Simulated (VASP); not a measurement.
# CaO (Fm-3m) in VASP: notebook

CaO is run at these levels: PBE; tasks: single point.

Everything below comes from runs of VASP 6.6.1. Logs are shortened: lines on timing, memory, paths and dates and some standing lists are left out, and cuts for length are marked.

### Step 1. The cell of the first run

The structure is cubic, space group Fm-3m (No. 225). The conventional cell has a = 4.681 Å, b = 4.681 Å, c = 4.681 Å, α = 90.00°, β = 90.00°, γ = 90.00°. Ca (site symmetry m-3m) has 6 O at 2.34 Å within 3.1 Å. O (site symmetry m-3m) has 6 Ca at 2.34 Å within 3.1 Å.

### Step 2. Single point, PBE (volume scaled by 0.91)

INCAR reads:

```
  PREC = Accurate
  ENCUT = 520
  EDIFF = 1E-6
  ISMEAR = 0
  SIGMA = 0.02
  LREAL = F
  LASPH = T
  NELM = 60
  ALGO = Normal
  ISIF = 2
  LWAVE = F
  LCHARG = F
  GGA = PE
  NBANDS = 15
```

KPOINTS reads:

```
regular mesh
0
Gamma
  8 8 8
```

POSCAR reads:

```
CaO
1.0
    0.0000000000      2.3407385425      2.3407385425
    2.3407385425      0.0000000000      2.3407385425
    2.3407385425      2.3407385425      0.0000000000
Ca O
1 1
Direct
    0.0000000000      0.0000000000      0.0000000000
    0.5000000000      0.5000000000      0.5000000000
```

Potentials or basis: VASP PAW PBE potentials, release 64 (Ca_sv, O).

Started as:

```bash
$ cat potpaw_PBE.64/Ca_sv/POTCAR potpaw_PBE.64/O/POTCAR > POTCAR
$ mpirun -np 1 vasp_std > vasp.out
```

OUTCAR:

```text
PREC = Accurate
   ENCUT = 520
   EDIFF = 1E-6
   ISMEAR = 0
   LREAL = F
   LASPH = T
   NELM = 60
   ISIF = 2
   GGA = PE

 ion  position               nearest neighbor table
   1  0.000  0.000  0.000-   2 2.34   2 2.34   2 2.34   2 2.34   2 2.34   2 2.34
   2  0.500  0.500  0.500-   1 2.34   1 2.34   1 2.34   1 2.34   1 2.34   1 2.34

  LATTYP: Found a face centered cubic cell.
 ALAT       =     4.6814770850

  Lattice vectors:

 A1 = (   0.0000000000,   2.3407385425,   2.3407385425)
 A2 = (   2.3407385425,   0.0000000000,   2.3407385425)
 A3 = (   2.3407385425,   2.3407385425,   0.0000000000)

Analysis of symmetry for initial positions (statically):
=====================================================================
 Subroutine PRICEL returns:
 Original cell was already a primitive cell.

 Routine SETGRP: Setting up the symmetry group for a
 face centered cubic supercell.

 Subroutine GETGRP returns: Found 48 space group operations
 (whereof 48 operations were pure point group operations)
 out of a pool of 48 trial point group operations.

The static configuration has the point symmetry O_h .

Analysis of symmetry for dynamics (positions and initial velocities):
=====================================================================
 Subroutine PRICEL returns:
 Original cell was already a primitive cell.

 Routine SETGRP: Setting up the symmetry group for a
 face centered cubic supercell.

 Subroutine GETGRP returns: Found 48 space group operations
 (whereof 48 operations were pure point group operations)
 out of a pool of 48 trial point group operations.

The dynamic configuration has the point symmetry O_h .

 Subroutine INISYM returns: Found 48 space group operations
 (whereof 48 operations are pure point group operations),
 and found     1 'primitive' translations

----------------------------------------------------------------------------------------

                                     Primitive cell

  volume of cell :      25.6501

  direct lattice vectors                    reciprocal lattice vectors
     0.000000000  2.340738543  2.340738543    -0.213607796  0.213607796  0.213607796
     2.340738543  0.000000000  2.340738543     0.213607796 -0.213607796  0.213607796
     2.340738543  2.340738543  0.000000000     0.213607796  0.213607796 -0.213607796

  length of vectors
     3.310304193  3.310304193  3.310304193     0.369979555  0.369979555  0.369979555

  position of ions in fractional coordinates (direct lattice)
     0.000000000  0.000000000  0.000000000
     0.500000000  0.500000000  0.500000000

  ion indices of the primitive-cell ions
   primitive index   ion index
                 1           1
                 2           2

----------------------------------------------------------------------------------------

 KPOINTS: regular mesh

Automatic generation of k-mesh.
 Grid dimensions read from file:
 generate k-points for:    8    8    8

 Generating k-lattice:

  Cartesian coordinates                     Fractional coordinates (reciprocal lattice)
    -0.026700974  0.026700974  0.026700974     0.125000000  0.000000000  0.000000000
     0.026700974 -0.026700974  0.026700974     0.000000000  0.125000000  0.000000000
     0.026700974  0.026700974 -0.026700974     0.000000000  0.000000000  0.125000000

  Length of vectors
     0.046247444  0.046247444  0.046247444

  Shift w.r.t. Gamma in fractional coordinates (k-lattice)
     0.000000000  0.000000000  0.000000000

 Subroutine IBZKPT returns following result:
 ===========================================

 Found     29 irreducible k-points:

 Following reciprocal coordinates:
            Coordinates               Weight
  0.000000  0.000000  0.000000      1.000000
  0.125000  0.000000  0.000000      8.000000
  0.250000  0.000000  0.000000      8.000000
  0.375000  0.000000  0.000000      8.000000
  0.500000  0.000000  0.000000      4.000000
  0.125000  0.125000  0.000000      6.000000
[... 16 lines left out ...]
  0.500000  0.250000  0.125000     48.000000
 -0.375000  0.250000  0.125000     24.000000
 [... further k-points ...]
   k-points           NKPTS =     29   k-points in BZ     NKDIM =     29   number of bands    NBANDS=     15
   number of dos      NEDOS =    301   number of ions     NIONS =      2
   total plane-waves  NPLWV =  21952
   dimension x,y,z NGX =    28 NGY =   28 NGZ =   28
   dimension x,y,z NGXF=    56 NGYF=   56 NGZF=   56
   ions per type =               1   1
   NGX,Y,Z   is equivalent  to a cutoff of  14.06, 14.06, 14.06 a.u.
   NGXF,Y,Z  is equivalent  to a cutoff of  28.12, 28.12, 28.12 a.u.
 SYSTEM =  unknown system
   PREC   = accura    normal or accurate (medium, high low for compatibility)
   ISTART =      0    job   : 0-new  1-cont  2-samecut
   ICHARG =      2    charge: 1-file 2-atom 10-const
   ISPIN  =      1    spin polarized calculation?
   LNONCOLLINEAR =      F non collinear calculations
   LSORBIT =      F    spin-orbit coupling
   LASPH  =      T    aspherical Exc in radial PAW
   ENCUT  =  520.0 eV  38.22 Ry    6.18 a.u.   6.15  6.15  6.15*2*pi/ulx,y,z
   NELM   =     60;   NELMIN=  2; NELMDL= -5     # of ELM steps
   EDIFF  = 0.1E-05   stopping-criterion for ELM
   LREAL  =      F    real-space projection
   EDIFFG = 0.1E-04   stopping-criterion for IOM
   NSW    =      0    number of steps for IOM
   IBRION =     -1    ionic relax: 0-MD 1-quasi-New 2-CG
   NFREE  =      0    steps in history (QN), initial steepest desc. (CG)
   ISIF   =      2    stress and relaxation
   ISYM   =      2    0-nonsym 1-usesym 2-fastsym
   POTIM  = 0.5000    time-step for ionic-motion
   TEBEG  =    0.0;   TEEND  =   0.0 temperature during run
   PSTRESS=    0.0 pullay stress
   NELECT =      16.0000    total number of electrons
   NUPDOWN=      -1.0000    fix difference up-down
   EMIN   =  10.00;   EMAX   =-10.00  energy-range for DOS
   EFERMI =   0.00;   METHOD = LEGACY
   ISMEAR =     0;   SIGMA  =   0.02  broadening in eV -4-tet -1-fermi 0-gaus
   EFERMI_NEDOS =   21; number of points for ismear=-14 and -15
   IALGO  =     38    algorithm
   IMIX   =      4    mixing-type and parameters
     AMIX     =   0.40;   BMIX     =  1.00
     AMIX_MAG =   1.60;   BMIX_MAG =  1.00
  volume/ion in A,a.u.               =      12.83        86.55
  Fermi-wavevector in a.u.,A,eV,Ry     =   1.398788  2.643326 26.621269  1.956608
  Thomas-Fermi vector in A             =   2.521912
   LORBIT       =      0    0 simple, 1 ext, 2 COOP (PROOUT), +10 PAW based schemes
   GGA     = PE    functional components
   LHFCALC =     F    Hartree Fock is set to
   AEXX    =    0.0000 exact exchange contribution
   IVDW    =     0    specifies the selected vdW correction
   LEPSILON=     F    determine dielectric tensor
   LRPA    =     F    only Hartree local field effects (RPA)
 non-spin polarized calculation
 Gauss-broadening in eV      SIGMA  =   0.02
  energy-cutoff  :      520.00
  volume of cell :       25.65
 maximum number of plane-waves:       701
 NGX is ok and might be reduce to    28
   NGX = 13   NGY = 13   NGZ = 13

 number of electron      16.0000000 magnetization

 Free energy of the ion-electron system (eV)
  ---------------------------------------------------
  ext. energy  EPLUGINS =         0.00000000
  ---------------------------------------------------
  free energy    TOTEN  =       -12.70291332 eV

  energy without entropy =      -12.70291332  energy(sigma->0) =      -12.70291332

 E-fermi :   2.9035     XC(G=0): -10.8673

 val. band max:        2.8194719232   @ k =   0.0000   0.0000   0.0000
 cond. band min:       6.4156489180   @ k =   0.5000   0.5000   0.0000
 fundamental gap:      3.5961769949
 Fermi energy:         2.9034557865

 k-point     1 :       0.0000    0.0000    0.0000
  band No.  band energies     occupation
      1     -34.5083      2.00000
      2     -15.2042      2.00000
      3     -15.2042      2.00000
      4     -15.2042      2.00000
      5     -12.8687      2.00000
      6       2.8195      2.00000
      7       2.8195      2.00000
      8       2.8195      2.00000
      9       8.2048      0.00000
     10       9.2296      0.00000
     11       9.2296      0.00000
     12       9.2296      0.00000
     13      10.8763      0.00000
     14      10.8763      0.00000
     15      18.3874      0.00000

 k-point     2 :       0.1250    0.0000    0.0000
  band No.  band energies     occupation
      1     -34.4871      2.00000
      2     -15.5220      2.00000
      3     -15.2139      2.00000
      4     -15.2139      2.00000
      5     -12.5451      2.00000
      6       2.2601      2.00000
      7       2.5762      2.00000
      8       2.5762      2.00000
      9       8.8934      0.00000
     10       9.2063      0.00000
     11       9.5214      0.00000
     12       9.5214      0.00000
     13      11.2964      0.00000
     14      11.2964      0.00000
     15      19.0576      0.00000

 k-point     3 :       0.2500    0.0000    0.0000
  band No.  band energies     occupation
      1     -34.4356      2.00000
      2     -16.0986      2.00000
      3     -15.2370      2.00000
      4     -15.2370      2.00000
      5     -11.9527      2.00000
      6       1.1900      2.00000
      7       2.0607      2.00000
      8       2.0607      2.00000
      9       9.3100      0.00000
     10      10.2891      0.00000
     11      10.2891      0.00000
     12      10.3942      0.00000
     13      12.2993      0.00000
     14      12.2993      0.00000
     15      19.6008      0.00000
[... 343 lines left out ...]
 k-point    23 :       0.5000    0.2500    0.1250
  band No.  band energies     occupation
      1     -34.3567      2.00000
      2     -16.3400      2.00000
      3     -15.4960      2.00000
      4     -15.3323      2.00000
      5     -11.7467      2.00000
      6       0.6944      2.00000
      7       1.6265      2.00000
      8       1.9286      2.00000
      9       8.8913      0.00000
     10      10.7785      0.00000
     11      11.7178      0.00000
     12      11.9319      0.00000
     13      13.3639      0.00000
     14      14.6897      0.00000
     15      18.6225      0.00000

 k-point    24 :      -0.3750    0.2500    0.1250
  band No.  band energies     occupation
      1     -34.3395      2.00000
      2     -16.4183      2.00000
      3     -15.5150      2.00000
      4     -15.3663      2.00000
      5     -11.6838      2.00000
      6       0.6433      2.00000
      7       1.6147      2.00000
      8       1.6469      2.00000
      9       9.8782      0.00000
     10       9.9621      0.00000
     11      12.0415      0.00000
     12      12.3745      0.00000
     13      13.6718      0.00000
     14      15.5266      0.00000
     15      17.7253      0.00000

 [... further k-points ...]
[... 5 lines left out ...]
  --------------------------------------------------------------------------------------
  -------------------------------------------------------------------------------------
  Total        2.0881824      2.0881824      2.0881824      0.0000000      0.0000000     -0.0000000
  in kB      130.4338442    130.4338442    130.4338442      0.0000000      0.0000000     -0.0000000
  external PRESSURE =     130.4338442 kB  Pullay stress =       0.0000000 kB

 VOLUME and BASIS-vectors are now :
 -----------------------------------------------------------------------------
  energy-cutoff  :      520.00
  volume of cell :       25.65
      direct lattice vectors                 reciprocal lattice vectors
     0.000000000  2.340738543  2.340738543    -0.213607796  0.213607796  0.213607796
     2.340738543  0.000000000  2.340738543     0.213607796 -0.213607796  0.213607796
     2.340738543  2.340738543  0.000000000     0.213607796  0.213607796 -0.213607796

 POSITION                                       TOTAL-FORCE (eV/Angst)
 -----------------------------------------------------------------------------------
      0.00000      0.00000      0.00000         0.000000      0.000000      0.000000
      2.34074      2.34074      2.34074        -0.000000     -0.000000     -0.000000
 -----------------------------------------------------------------------------------
    total drift:                                0.000000      0.000000      0.000000

  FREE ENERGIE OF THE ION-ELECTRON SYSTEM (eV)
  ---------------------------------------------------
  free  energy   TOTEN  =       -12.7029133197 eV

  energy  without entropy=      -12.7029133197  energy(sigma->0) =      -12.70291332
```

It took 13 s on 1 thread of Intel Xeon Platinum 8259CL at 2.50GHz (Skylake/Cascade Lake), shared host; peak memory 0.16 GiB.

Results:

```
Free energy            : -12.7029 eV
Pressure               : 13.0 GPa
Band gap on the k mesh : 3.60 eV, indirect (least direct gap 3.95 eV)
```

 A k mesh can miss the band edges.

### Step 3. Single point, PBE (volume scaled by 0.88)

INCAR reads:

```
SYSTEM = CaO
  PREC = Accurate
  ENCUT = 520
  EDIFF = 1E-6
  ISMEAR = 0
  SIGMA = 0.02
  LREAL = .False.
  LASPH = .True.
  NELM = 100
  ALGO = Normal
  ISIF = 2
  LWAVE = .False.
  LCHARG = .True.
  GGA = PE
  LELF = .True.
  LVHAR = .True.
  NBANDS = 15
```

KPOINTS reads:

```
Automatic mesh
0
Gamma
  8 8 8
  0 0 0
```

POSCAR reads:

```
CaO
1.0
    0.0000000000      2.3147281836      2.3147281836
    2.3147281836      0.0000000000      2.3147281836
    2.3147281836      2.3147281836      0.0000000000
Ca O
1 1
Direct
    0.0000000000      0.0000000000      0.0000000000
    0.5000000000      0.5000000000      0.5000000000
```

Potentials or basis: VASP PAW PBE potentials, release 64 (Ca_sv, O).

Started as:

```bash
$ cat potpaw_PBE.64/Ca_sv/POTCAR potpaw_PBE.64/O/POTCAR > POTCAR
$ mpirun -np 1 vasp_std > vasp.out
```

It took 7.5 s on 1 thread of Intel Xeon Platinum 8259CL at 2.50GHz (Skylake/Cascade Lake), shared host; peak memory 0.14 GiB.

The run converged. Its results:

| Property | Result |
| --- | --- |
| Free energy | -12.6184 eV |
| Pressure | 18.8 GPa |
| Band gap on the k mesh | 3.57 eV, indirect (least direct gap 3.91 eV) |

Levels at points of the mesh, in eV from the valence-band top:
```csv
k point,band 6,band 7,band 8,band 9,band 10,band 11
"(0.00, 0.00, 0.00)",0.00,0.00,0.00,5.69,6.48,6.48
"(0.50, 0.00, 0.00)",-2.92,-1.45,-1.45,7.58,8.97,8.97
"(0.50, 0.50, 0.00)",-1.22,-0.34,-0.34,3.57,8.91,9.54
```

 A k mesh can miss the band edges.
